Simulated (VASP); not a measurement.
Runs of VASP 6.6.1 on Pb. The structure is that of space group P6/mmm (No. 191), or close to it. The cells are those of the table. This isn't the form of Pb at room conditions, which is fcc.

| cell | gap on the mesh (eV) | pressure (GPa) |
| --- | --- | --- |
| a = 5.562, b = 5.562, c = 3.379 Å, angles 90.0, 90.0, 120.0°, 3 atoms | none | 0.0 |
| a = 5.635, b = 5.635, c = 3.423 Å, angles 90.0, 90.0, 120.0°, 3 atoms | none | (b) |
| a = 5.706, b = 5.706, c = 3.466 Å, angles 90.0, 90.0, 120.0°, 3 atoms | none | -3.0 |
| a = 5.776, b = 5.776, c = 3.509 Å, angles 90.0, 90.0, 120.0°, 3 atoms | none | -4.1 |
| a = 5.409, b = 5.409, c = 3.286 Å, angles 90.0, 90.0, 120.0°, 3 atoms | none | (a) |

Alike in all rows: task single point; level PBEsol; potentials or basis VASP PAW PBE potentials, release 64 (Pb_d); no spin polarisation; k mesh 8 × 8 × 11; cutoff (eV) 520; smearing fermi-dirac 0.1 eV.

Task: Estimate the missing entries.

Result: (a) 4.8; (b) -1.7.

Caveats: the PAW data sets were made with another functional, which shifts forces and pressure a little; spin-orbit coupling is left out, which moves the levels of the heavy elements; the cell stands under tension (at least some runs); the cell stands under pressure (at least some runs).

A k mesh can miss the band edges, and the runs leave out spin-orbit coupling on Pb.

A gap of «none» marks levels without a gap at the run's occupations.
